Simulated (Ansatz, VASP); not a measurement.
## SnO2 in VASP and in Ansatz

```
Sn O
1.0
     4.75412    0.00000    0.00000
     0.00000    4.90079    0.00000
     0.00000    0.00000    3.23817
Sn O
2 4
Direct
  0.50000 0.50000 0.50000
  0.00000 0.00000 0.00000
  0.30650 0.30666 0.00000
  0.80650 0.19334 0.50000
  0.19350 0.80666 0.50000
  0.69350 0.69334 0.00000
```

Alike in both runs: task single point; functional PBE; k mesh 6 × 6 × 8; occupations gaussian, width 0.05 eV; no spin polarisation.

|  | VASP | Ansatz |
| --- | --- | --- |
| version | VASP 6.6.1 | Ansatz 0.2.0 |
| potentials or method | VASP PAW PBE potentials, release 64 (Sn_d, O) | scalar-relativistic, plane waves, PAW |
| plane-wave cutoff (eV) | 520 | 420 |
| valence electrons in the cell | 52 | 52 |

|  | VASP | Ansatz | Ansatz less VASP |
| --- | --- | --- | --- |
| gap on the k mesh at the Fermi level (eV) | 0.67 | 0.68 | +0.011 |
| pressure (GPa) | 0.6 | 0.0 | -0.60 |
| traceless stress, the component that is largest in VASP (GPa) | -1.31 | -1.23 | +0.080 |
| rms of the force components (eV/Å) | 0.011 | 0.010 | -0.0015 |

Atom by atom the forces differ by 0.008 eV/Å (rms over components).
